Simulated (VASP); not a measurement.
W: single point with PBE

W:

```
CELL_PARAMETERS angstrom
-1.56111 1.56111 1.56111
1.56111 -1.56111 1.56111
1.56111 1.56111 -1.56111
ATOMIC_POSITIONS crystal
W 0.00000 0.00000 0.00000
```

```yaml
Program: VASP 6.6.1
Task: single point
Functional: PBE
Potentials_or_basis: VASP PAW PBE potentials, release 64 (W_sv)
Cutoff: 500 eV
k_mesh: 4 × 4 × 4
Occupations: fermi-dirac, width 0.1 eV
Spin: no spin polarisation
```

- Pressure: 19.8 GPa
- Band gap on the k mesh: zero (band 7 reaches 17.60 eV, above the bottom of band 8 at 10.81 eV)

Levels at points of the mesh, in eV from the Fermi level:
```tsv
k point	band 5	band 6	band 7	band 8	band 9	band 10
(0.00, 0.00, 0.00)	-9.71	-1.08	-1.08	-1.08	2.57	2.57
(0.50, 0.00, 0.00)	-6.37	-3.56	0.99	2.50	3.53	6.78
(0.50, 0.50, 0.50)	-6.00	-6.00	5.71	5.71	5.71	8.76
```

Run time: 3.4 s on 1 thread of Intel(R) Xeon(R) Platinum 8259CL CPU @ 2.50GHz (Skylake/Cascade Lake), on a shared host, peak memory 0.12 GiB.

Caveat: the k points lie up to 0.71 Å⁻¹ apart; spin-orbit coupling is left out, which moves the levels of the heavy elements.
